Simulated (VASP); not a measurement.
A run of VASP 6.6.1:

File INCAR:

```
PREC = Accurate ; ENCUT = 600
EDIFF = 1E-6 ; ISMEAR = -1
SIGMA = 0.15 ; LREAL = F
LASPH = T ; NELM = 120
ALGO = Normal ; ISIF = 2
LWAVE = F ; LCHARG = F
GGA = CA ; NBANDS = 13
GGA_COMPAT = F
```

Contents of KPOINTS:

```
Automatic mesh
0
Gamma
  9 9 9
```

File POSCAR:

```
MgPd
1.0
    3.1600000000      0.0000000000      0.0000000000
    0.0000000000      3.1600000000      0.0000000000
    0.0000000000      0.0000000000      3.1600000000
Mg Pd
1 1
Direct
    0.0000000000      0.0000000000      0.0000000000
    0.5000000000      0.5000000000      0.5000000000
```

Potentials or basis: VASP PAW LDA potentials, release 64 (Mg, Pd).

Command:

```sh
$ cat potpaw_LDA.64/Mg/POTCAR potpaw_LDA.64/Pd/POTCAR > POTCAR
$ mpirun -np 1 vasp_std > vasp.out
```

Hardware: 1 thread of Intel Xeon 8259CL (shared host).

Task: How long does it take, and how much memory?

Result: Wall time 23 s on 1 thread of Intel Xeon 8259CL, with other jobs on the host, peak memory 0.15 GiB. Counts: scf iterations 11, k points 35.
